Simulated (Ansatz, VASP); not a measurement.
Two plane-wave programs on AlH

```
CELL_PARAMETERS angstrom
3.02803 0.00000 0.00000
-1.51402 2.62235 0.00000
0.00000 0.00000 4.83616
ATOMIC_POSITIONS crystal
Al 0.66667 0.33333 0.75000
Al 0.33333 0.66667 0.25000
H 0.00000 0.00000 0.00000
H 0.00000 0.00000 0.50000
```

Alike in both runs: functional PBE; k mesh 12 × 12 × 8; occupations gaussian, width 0.1 eV; no spin polarisation.

Ansatz relaxed the structure, and its values are those at the end. VASP's run is a single point on that final structure, the one shown.

```csv
,VASP,Ansatz
version,VASP 6.6.1,Ansatz 0.2.0
potentials or method,"VASP PAW PBE potentials, release 64 (Al, H), cutoff 520 eV","scalar-relativistic, plane waves, PAW"
valence electrons in the cell,8,8
```

Ansatz gave:

```
gap on the k mesh at the Fermi level (eV) : none
pressure (GPa)                            : 0.0
```

Q: Which values does VASP return?

A: gap on the k mesh at the Fermi level (eV): none; pressure (GPa): -0.1.

A gap of «none» marks a metal or a gap that the smearing closes. The functional is the same, so the differences come from potentials, cutoffs and numerics.
